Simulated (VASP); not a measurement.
# Fe (Immm) in VASP: single point with PBE+D4

Aim: the single point of Fe with PBE+D4.

Program: VASP 6.6.1. These are calculated values, not measurements. Logs are shortened: lines on timing, memory, paths and dates and some standing lists are left out, and cuts for length are marked.

### 1 The cell of the first run

Symmetry: Immm, No. 71, orthorhombic system. Conventional cell: a = 2.407 Å, b = 2.444 Å, c = 3.430 Å, α = 90.00°, β = 90.00°, γ = 90.00°. Within 3.2 Å of Fe (site symmetry mmm) lie 12 Fe at 2.41 to 2.44 Å.

This isn't the form of Fe at room conditions, which is bcc.

### 2 Single point, PBE+D4, collinear spin, ferromagnetic start

INCAR

```
SYSTEM = Fe
PREC = Accurate
ENCUT = 690
EDIFF = 1E-6
ISMEAR = -1
SIGMA = 0.15
LREAL = .False.
LASPH = .True.
NELM = 200
ALGO = Normal
ISIF = 2
LWAVE = .False.
LCHARG = .False.
ISPIN = 2
MAGMOM = 2.4
LORBIT = 11
LMAXMIX = 4
GGA = PE
IVDW = 13
NBANDS = 18
GGA_COMPAT = .False.
```

KPOINTS

```
Automatic mesh
0
Gamma
  11 11 11
  0 0 0
```

POSCAR

```
Fe
1.0
    0.0128625000      1.7150000000      1.7150000000
    1.7150000000      0.0128625000      1.7150000000
    1.7278625000      1.7278625000      0.0000000000
Fe
1
Direct
    0.0000000000      0.0000000000      0.0000000000
```

Potentials or basis: VASP PAW PBE potentials, release 64 (Fe_sv).

Started as:

```bash
cat potpaw_PBE.64/Fe_sv/POTCAR > POTCAR
mpirun -np 1 vasp_std > vasp.out
```

OUTCAR:

```text
SYSTEM = Fe
   PREC = Accurate
   ENCUT = 690
   EDIFF = 1E-6
   ISMEAR = -1
   LREAL = .False.
   LASPH = .True.
   NELM = 200
   ISIF = 2
   ISPIN = 2
   LORBIT = 11
   GGA = PE
   IVDW = 13

 ion  position               nearest neighbor table
   1  0.000  0.000  0.000-

  LATTYP: Found a body centered orthorhombic cell.
 ALAT       =     2.4071859375
 B/A-ratio  =     1.0151133501
 C/A-ratio  =     1.4249003147

  Lattice vectors:

 A1 = (   1.7150000000,   0.0128625000,  -1.7150000000)
 A2 = (  -1.7150000000,  -0.0128625000,  -1.7150000000)
 A3 = (   0.0128625000,   1.7150000000,   1.7150000000)

Analysis of symmetry for initial positions (statically):
=====================================================================
 Subroutine PRICEL returns:
 Original cell was already a primitive cell.

 Routine SETGRP: Setting up the symmetry group for a
 body centered orthorhombic supercell.

 Subroutine GETGRP returns: Found  8 space group operations
 (whereof  8 operations were pure point group operations)
 out of a pool of  8 trial point group operations.

The static configuration has the point symmetry D_2h.

Analysis of symmetry for dynamics (positions and initial velocities):
=====================================================================
 Subroutine PRICEL returns:
 Original cell was already a primitive cell.

 Routine SETGRP: Setting up the symmetry group for a
 body centered orthorhombic supercell.

 Subroutine GETGRP returns: Found  8 space group operations
 (whereof  8 operations were pure point group operations)
 out of a pool of  8 trial point group operations.

The dynamic configuration has the point symmetry D_2h.

Analysis of structural, dynamic, and magnetic symmetry:
=====================================================================
 Subroutine PRICEL returns:
 Original cell was already a primitive cell.

 Routine SETGRP: Setting up the symmetry group for a
 body centered orthorhombic supercell.

 Subroutine GETGRP returns: Found  8 space group operations
 (whereof  8 operations were pure point group operations)
 out of a pool of  8 trial point group operations.

The overall configuration has the point symmetry D_2h.

 Subroutine INISYM returns: Found  8 space group operations
 (whereof  8 operations are pure point group operations),
 and found     1 'primitive' translations

----------------------------------------------------------------------------------------

                                     Primitive cell

  volume of cell :      10.0878

  direct lattice vectors                    reciprocal lattice vectors
     0.012862500  1.715000000  1.715000000    -0.293748302  0.293748302  0.291545190
     1.715000000  0.012862500  1.715000000     0.293748302 -0.293748302  0.291545190
     1.727862500  1.727862500  0.000000000     0.289374878  0.289374878 -0.291545190

  length of vectors
     2.425410366  2.425410366  2.443566581     0.507518204  0.507518204  0.502468146

  position of ions in fractional coordinates (direct lattice)
     0.000000000  0.000000000  0.000000000

  ion indices of the primitive-cell ions
   primitive index   ion index
                 1           1

----------------------------------------------------------------------------------------

 KPOINTS: Automatic mesh

Automatic generation of k-mesh.
 Grid dimensions read from file:
 generate k-points for:   11   11   11

 Generating k-lattice:

  Cartesian coordinates                     Fractional coordinates (reciprocal lattice)
    -0.026704391  0.026704391  0.026504108     0.090909091 -0.000000000  0.000000000
     0.026704391 -0.026704391  0.026504108    -0.000000000  0.090909091  0.000000000
     0.026306807  0.026306807 -0.026504108     0.000000000  0.000000000  0.090909091

  Length of vectors
     0.046138019  0.046138019  0.045678922

  Shift w.r.t. Gamma in fractional coordinates (k-lattice)
     0.000000000  0.000000000  0.000000000

 Subroutine IBZKPT returns following result:
 ===========================================

 Found    216 irreducible k-points:

 Following reciprocal coordinates:
            Coordinates               Weight
  0.000000  0.000000  0.000000      1.000000
  0.090909 -0.000000  0.000000      4.000000
  0.181818  0.000000  0.000000      4.000000
  0.272727 -0.000000  0.000000      4.000000
  0.363636  0.000000  0.000000      4.000000
  0.454545 -0.000000  0.000000      4.000000
[... 16 lines left out ...]
 -0.272727  0.181818  0.000000      4.000000
 -0.181818  0.181818  0.000000      2.000000
 [... further k-points ...]
   k-points           NKPTS =    216   k-points in BZ     NKDIM =    216   number of bands    NBANDS=     18
   number of dos      NEDOS =    301   number of ions     NIONS =      1
   total plane-waves  NPLWV =  13824
   dimension x,y,z NGX =    24 NGY =   24 NGZ =   24
   dimension x,y,z NGXF=    48 NGYF=   48 NGZF=   48
   ions per type =               1
   NGX,Y,Z   is equivalent  to a cutoff of  16.45, 16.45, 16.33 a.u.
   NGXF,Y,Z  is equivalent  to a cutoff of  32.90, 32.90, 32.66 a.u.
 SYSTEM =  Fe
   PREC   = accura    normal or accurate (medium, high low for compatibility)
   ISTART =      0    job   : 0-new  1-cont  2-samecut
   ICHARG =      2    charge: 1-file 2-atom 10-const
   ISPIN  =      2    spin polarized calculation?
   LNONCOLLINEAR =      F non collinear calculations
   LSORBIT =      F    spin-orbit coupling
   LASPH  =      T    aspherical Exc in radial PAW
   ENCUT  =  690.0 eV  50.71 Ry    7.12 a.u.   5.19  5.19  5.23*2*pi/ulx,y,z
   NELM   =    200;   NELMIN=  2; NELMDL= -5     # of ELM steps
   EDIFF  = 0.1E-05   stopping-criterion for ELM
   LREAL  =      F    real-space projection
   EDIFFG = 0.1E-04   stopping-criterion for IOM
   NSW    =      0    number of steps for IOM
   IBRION =     -1    ionic relax: 0-MD 1-quasi-New 2-CG
   NFREE  =      0    steps in history (QN), initial steepest desc. (CG)
   ISIF   =      2    stress and relaxation
   ISYM   =      2    0-nonsym 1-usesym 2-fastsym
   POTIM  = 0.5000    time-step for ionic-motion
   TEBEG  =    0.0;   TEEND  =   0.0 temperature during run
   PSTRESS=    0.0 pullay stress
   NELECT =      16.0000    total number of electrons
   NUPDOWN=      -1.0000    fix difference up-down
   EMIN   =  10.00;   EMAX   =-10.00  energy-range for DOS
   EFERMI =   0.00;   METHOD = LEGACY
   ISMEAR =    -1;   SIGMA  =   0.15  broadening in eV -4-tet -1-fermi 0-gaus
   EFERMI_NEDOS =   21; number of points for ismear=-14 and -15
   IALGO  =     38    algorithm
   IMIX   =      4    mixing-type and parameters
     AMIX     =   0.40;   BMIX     =  1.00
     AMIX_MAG =   1.60;   BMIX_MAG =  1.00
  volume/ion in A,a.u.               =      10.09        68.08
  Fermi-wavevector in a.u.,A,eV,Ry     =   1.909189  3.607843 49.593254  3.645001
  Thomas-Fermi vector in A             =   2.946309
   LORBIT       =     11    0 simple, 1 ext, 2 COOP (PROOUT), +10 PAW based schemes
   GGA     = PE    functional components
   LHFCALC =     F    Hartree Fock is set to
   AEXX    =    0.0000 exact exchange contribution
   IVDW    =    13    specifies the selected vdW correction
   LEPSILON=     F    determine dielectric tensor
   LRPA    =     F    only Hartree local field effects (RPA)
 spin polarized calculation
  energy-cutoff  :      690.00
  volume of cell :       10.09
 maximum number of plane-waves:       430
 NGX is ok and might be reduce to    24
   NGX = 11   NGY = 11   NGZ = 11

 number of electron      16.0000005 magnetization       0.5616294

 Free energy of the ion-electron system (eV)
  ---------------------------------------------------
  ext. energy  EPLUGINS =         0.00000000
  ---------------------------------------------------
  free energy    TOTEN  =        -8.26467897 eV

  energy without entropy =       -8.14455700  energy(sigma->0) =       -8.20461799

 E-fermi :  14.1227     XC(G=0): -14.5032

 val. band max:       14.1197151556   @ k =   0.2727  -0.0000   0.1818
 cond. band min:      14.1242350940   @ k =  -0.4545  -0.4545   0.2727
 fundamental gap:      0.0045199384
 Fermi energy:        14.1226636530

 spin component 1

 k-point     1 :       0.0000    0.0000    0.0000
  band No.  band energies     occupation
      1     -73.4305      1.00000
      2     -39.1210      1.00000
      3     -39.1096      1.00000
      4     -39.0977      1.00000
      5       5.0188      1.00000
      6      12.1667      1.00000
[... 10 lines left out ...]
     17      46.7480      0.00000
     18      48.2400      0.00000

 k-point     2 :       0.0909   -0.0000    0.0000
  band No.  band energies     occupation
      1     -73.4205      1.00000
      2     -39.1535      1.00000
      3     -39.1276      1.00000
      4     -39.1123      1.00000
      5       5.3753      1.00000
      6      12.1515      1.00000
[... 10 lines left out ...]
     17      47.1202      0.00000
     18      51.5966      0.00000
[... 442 lines left out ...]
 k-point    24 :      -0.1818    0.1818    0.0000
  band No.  band energies     occupation
      1     -73.3459      1.00000
      2     -39.4601      1.00000
      3     -39.2509      1.00000
      4     -39.1622      1.00000
      5       8.2932      1.00000
      6      11.3322      1.00000
[... 10 lines left out ...]
     17      49.9567      0.00000
     18      55.1507      0.00000

 [... further k-points ...]

 spin component 2

 k-point     1 :       0.0000    0.0000    0.0000
  band No.  band energies     occupation
      1     -72.7664      1.00000
      2     -38.4587      1.00000
      3     -38.4551      1.00000
      4     -38.4512      1.00000
      5       5.0872      1.00000
      6      12.5211      0.99998
[... 10 lines left out ...]
     17      46.8783      0.00000
     18      48.0696      0.00000

 k-point     2 :       0.0909   -0.0000    0.0000
  band No.  band energies     occupation
      1     -72.7562      1.00000
      2     -38.5052      1.00000
      3     -38.4654      1.00000
      4     -38.4611      1.00000
      5       5.4444      1.00000
      6      12.5062      0.99998
[... 10 lines left out ...]
     17      47.2180      0.00000
     18      51.5664      0.00000
[... 442 lines left out ...]
 k-point    24 :      -0.1818    0.1818    0.0000
  band No.  band energies     occupation
      1     -72.6801      1.00000
      2     -38.8227      1.00000
      3     -38.5997      1.00000
      4     -38.5008      1.00000
      5       8.3888      1.00000
      6      11.6465      1.00000
[... 10 lines left out ...]
     17      50.2593      0.00000
     18      55.3290      0.00000

 [... further k-points ...]

------------------------ aborting loop because EDIFF is reached ----------------------------------------

  DFT-D4 for vdW energy calculation

  Edisp (eV):   -0.39477

  FORCE on cell =-STRESS in cart. coord.  units (eV):
  Direction    XX          YY          ZZ          XY          YZ          ZX
  --------------------------------------------------------------------------------------
  -------------------------------------------------------------------------------------
  Total       0.08339     0.08339     0.07855    -0.22159     0.00000     0.00000
  in kB      13.24351    13.24351    12.47542   -35.19368     0.00000     0.00000
  external pressure =       12.99 kB  Pullay stress =        0.00 kB

 VOLUME and BASIS-vectors are now :
 -----------------------------------------------------------------------------
  energy-cutoff  :      690.00
  volume of cell :       10.09
      direct lattice vectors                 reciprocal lattice vectors
     0.012862500  1.715000000  1.715000000    -0.293748302  0.293748302  0.291545190
     1.715000000  0.012862500  1.715000000     0.293748302 -0.293748302  0.291545190
     1.727862500  1.727862500  0.000000000     0.289374878  0.289374878 -0.291545190

 POSITION                                       TOTAL-FORCE (eV/Angst)
 -----------------------------------------------------------------------------------
      0.00000      0.00000      0.00000         0.000000      0.000000      0.000000
 -----------------------------------------------------------------------------------
    total drift:                               -0.000000      0.000000     -0.000000

  FREE ENERGIE OF THE ION-ELECTRON SYSTEM (eV)
  ---------------------------------------------------
  free  energy   TOTEN  =        -8.6594513969 eV

  energy  without entropy=       -8.5393294264  energy(sigma->0) =       -8.59939041

 total charge

# of ion       s       p       d       tot
------------------------------------------
    1        2.209   6.058   5.546  13.813

 magnetization (x)

# of ion       s       p       d       tot
------------------------------------------
    1        0.000  -0.001   0.555   0.554
```

Wall time 82 s (1 thread of Intel Xeon Platinum 8375C at 2.90GHz (Ice Lake), shared host); peak memory 0.21 GiB.

Results:

```
Free energy                                           : -8.6595 eV
Pressure                                              : 1.3 GPa
Net moment                                            : 0.56 μB per cell
Site moments                                          : Fe +0.55 μB
Valence electrons inside the program's atomic spheres : Fe 13.81
Dispersion energy per atom                            : -0.395 eV
```
